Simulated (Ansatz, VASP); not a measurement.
# Lu: VASP beside Ansatz

The input INCAR:

```
PREC = Accurate ; ENCUT = 520
EDIFF = 1E-7 ; ISMEAR = -1
SIGMA = 0.1 ; LREAL = F
LASPH = T ; NELM = 100
ALGO = Normal ; ISIF = 2
LWAVE = F ; LCHARG = F
GGA = PE ; NBANDS = 32
```

File KPOINTS:

```
Automatic mesh
0
Gamma
  7 7 4
```

The input POSCAR:

```
Lu
1.0
    3.5022054968      0.0000000000      0.0000000000
   -1.7511027484      3.0329953384      0.0000000000
    0.0000000000      0.0000000000      5.5413966261
Lu
2
Direct
    0.3333333333      0.6666666667      0.2500000000
    0.6666666667      0.3333333333      0.7500000000
```

Input for Ansatz:

```yaml
crystal:
  lattice:
    - [3.5022054967977576, 2.560014587061954e-18, 2.1317908969331604e-19]
    - [-1.7511027483988788, 3.0329953384202946, -1.0296809880525208e-18]
    - [3.377967540117691e-19, -1.6889837700588455e-18, 5.541396626136056]
  atoms:
    - { symbol: Lu, position: [0.33333333333333337, 0.6666666666666667, 0.25] }
    - { symbol: Lu, position: [0.6666666666666666, 0.33333333333333337, 0.75] }
kpoints:
  mp_grid:
    grid: [7, 7, 4]
hamiltonian:
  xc: pbe
scf:
  occupations:
    method: fermi_dirac
output:
  forces: true
  stress: true
```

Alike in both runs: task single point; functional PBE; k mesh 7 × 7 × 4; no spin polarisation.

|  | VASP | Ansatz |
| --- | --- | --- |
| version | VASP 6.6.1 | Ansatz 0.2.0 |
| potentials or method | VASP PAW PBE potentials, release 64 (Lu) | plane waves, PAW |
| plane-wave cutoff (eV) | 520 | 420 |
| occupations | fermi-dirac, width 0.1 eV | fermi-dirac |
| valence electrons in the cell | 50 | 50 |

```csv
,VASP,Ansatz,Ansatz less VASP
pressure (GPa),-0.3,-0.5,-0.13
"traceless stress, the component that is largest in VASP (GPa)",-0.67,-0.68,-0.006
```

Ansatz's warnings: structure snapped to symmetry.

Spin-orbit coupling is off throughout.
